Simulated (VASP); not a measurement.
Write the native input for VASP 6.6.1 that does the following.

* Task: single point
* Functional: PBE
* Potentials or basis: VASP PAW PBE potentials, release 64 (Cd, S)
* Cutoff: 520 eV
* k mesh: 14 × 8 × 6
* Occupations: gaussian, width 0.1 eV
* Spin: no spin polarisation
* Dipole correction: no
* Further INCAR settings: ALGO = Normal; EDIFF = 1e-07; NBANDS = 26

The structure of CdS lies in POSCAR:

```
CdS
1.0
    3.1978525178      0.0000000000      0.0000000000
    0.0000000000      5.9451004655      0.0000000000
    0.0000000000      0.0000000000      7.7331579384
Cd S
2 2
Direct
    0.5000000000      0.0000000000      0.1779147724
    0.5000000000      0.0000000000      0.8220852276
    0.5000000000      0.8259112796      0.5000000000
    0.5000000000      0.1740887204      0.5000000000
```

The cell was generated, and may not be a known phase.

The input as run:

INCAR

```
SYSTEM = CdS
PREC = Accurate
ENCUT = 520
EDIFF = 1E-7
ISMEAR = 0
SIGMA = 0.1
LREAL = .False.
LASPH = .True.
NELM = 60
ALGO = Normal
ISIF = 2
LWAVE = .False.
LCHARG = .False.
GGA = PE
NBANDS = 26
```

KPOINTS

```
regular mesh
0
Gamma
  14 8 6
  0 0 0
```

Potentials or basis: VASP PAW PBE potentials, release 64 (Cd, S).

Launch:

```console
$ cat potpaw_PBE.64/Cd/POTCAR potpaw_PBE.64/S/POTCAR > POTCAR
$ mpirun -np 1 vasp_std > vasp.out
```

It gave:

```json
{
  "Pressure": "0.0 GPa",
  "Largest force": "0.101 eV/Å",
  "Band gap on the k mesh": "zero (bands 18 and 19 overlap by 1.70 eV)"
}
```

Wall time 3.6 min on 1 thread of AMD EPYC 9R45 96-Core Processor (Zen 5) (shared host), peak memory 0.57 GiB.
